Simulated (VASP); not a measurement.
In3Pd5: single point with PBE

The system is In3Pd5.

```
Pd In
1.0
     6.65820    0.04808   -0.30213
     1.18768    6.22219    0.13982
    -0.54807   -0.88856    6.68974
Pd In
10 6
Cartesian
  3.7381 1.3214 2.6672
  5.9553 3.8047 6.2318
  3.5747 0.0904 0.4138
  5.4269 1.9418 0.8537
  0.9701 0.7569 5.0833
  1.9358 4.2688 5.9226
  1.9984 2.7346 3.8780
  4.1949 4.5701 4.5960
  3.6765 2.4483 5.8295
  5.7260 2.2458 3.8845
  6.7320 4.5143 3.8726
  0.9531 3.2310 1.6263
  1.7468 -0.2902 2.8436
  7.1443 5.7995 1.7872
  1.1060 0.8623 0.7139
  4.6419 0.2365 5.0870
```

```yaml
Program: VASP 6.6.1
Task: single point
Functional: PBE
Potentials_or_basis: VASP PAW PBE potentials, release 64 (Pd, In_d)
Cutoff: 520 eV
k_mesh: 3 × 3 × 3, shifted
Occupations: fermi-dirac, width 0.1 eV
Spin: no spin polarisation
```

The pressure is 30.0 GPa, the largest force is 3.471 eV/Å and the band gap on the k mesh is zero (bands 89 and 90 overlap by 0.25 eV).

Forces on the atoms (eV/Å):
```
Pd  -0.512 -0.166  0.449
Pd   0.856 -1.553  0.193
Pd  -1.217 -0.345 -0.620
Pd   0.227  1.560  0.767
Pd   0.667 -0.567  0.217
Pd  -0.406  0.173  1.214
Pd   0.440  0.172 -0.792
Pd  -0.904  0.048 -1.114
Pd  -0.801 -0.673  0.774
Pd   0.238  0.348 -0.555
In   0.666 -1.223 -0.101
In   1.249  0.099 -0.049
In   1.715 -1.331  1.572
In  -3.021  1.649 -0.448
In   1.349  0.659 -2.396
In  -0.546  1.149  0.888
```

Stress tensor (GPa, compression positive):
```
25.26 -2.12  1.44
-2.12 32.33 -2.88
 1.44 -2.88 32.37
```

Levels at points of the mesh, in eV from the Fermi level:
```
           k point  band 85  band 86  band 87  band 88  band 89  band 90  band 91  band 92  band 93  band 94
(0.50, 0.50, 0.00)    -0.80    -0.74    -0.62    -0.32    -0.07     0.07     0.28     0.69     1.50     1.67
```

Run time: 18 min on 1 thread of Intel Xeon 8259CL, on a shared host, peak memory 0.48 GiB.

Caveat: spin-orbit coupling is left out, which moves the levels of the heavy elements.
